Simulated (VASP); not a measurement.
## ZrH: single point with r2SCAN

ZrH:

```
CELL_PARAMETERS angstrom
3.24279 0.00000 0.00000
0.00000 3.24279 0.00000
0.00000 0.00000 4.94800
ATOMIC_POSITIONS crystal
Zr 0.00000 0.50000 0.00000
Zr 0.50000 0.00000 0.50000
H 0.00000 0.00000 0.75000
H 0.00000 0.00000 0.25000
```

```json
{
 "Program": "VASP 6.6.1",
 "Task": "single point",
 "Functional": "r2SCAN",
 "Potentials or basis": "VASP PAW PBE potentials, release 64 (Zr_sv, H)",
 "Cutoff": "520 eV",
 "k mesh": "14 × 14 × 8",
 "Occupations": "gaussian, width 0.1 eV",
 "Spin": "no spin polarisation"
}
```

```
Pressure               : 0.9 GPa
Band gap on the k mesh : zero (bands 13 and 14 overlap by 1.16 eV)
```

Stress tensor (GPa, compression positive):
```
0.66 0.00 0.00
0.00 0.66 0.00
0.00 0.00 1.31
```

Levels at points of the mesh, in eV from the Fermi level:
```
           k point  band 10  band 11  band 12  band 13  band 14  band 15  band 16  band 17
(0.00, 0.00, 0.00)    -3.98    -3.14    -3.11     0.13     0.81     0.81     2.53     3.61
(0.50, 0.00, 0.00)    -5.86    -2.16    -0.86    -0.60    -0.22     1.88     2.10     2.51
(0.50, 0.50, 0.00)    -4.41    -3.06    -3.06    -2.03     2.80     4.28     4.61     4.61
(0.00, 0.00, 0.50)    -7.20    -1.87    -1.87     0.07     0.07     2.00     2.00     2.48
(0.50, 0.00, 0.50)    -4.54    -2.96    -0.06     0.33     0.38     0.75     1.20     4.32
(0.50, 0.50, 0.50)    -5.91    -2.08    -2.08    -0.43    -0.43     1.78     1.78     5.31
```

Run time: 2.7 min on 1 thread of Intel(R) Xeon(R) 6975P-C (Granite Rapids), with other jobs on the host, peak memory 0.29 GiB.

Caveat: the PAW data sets were made with another functional, which shifts forces and pressure a little.
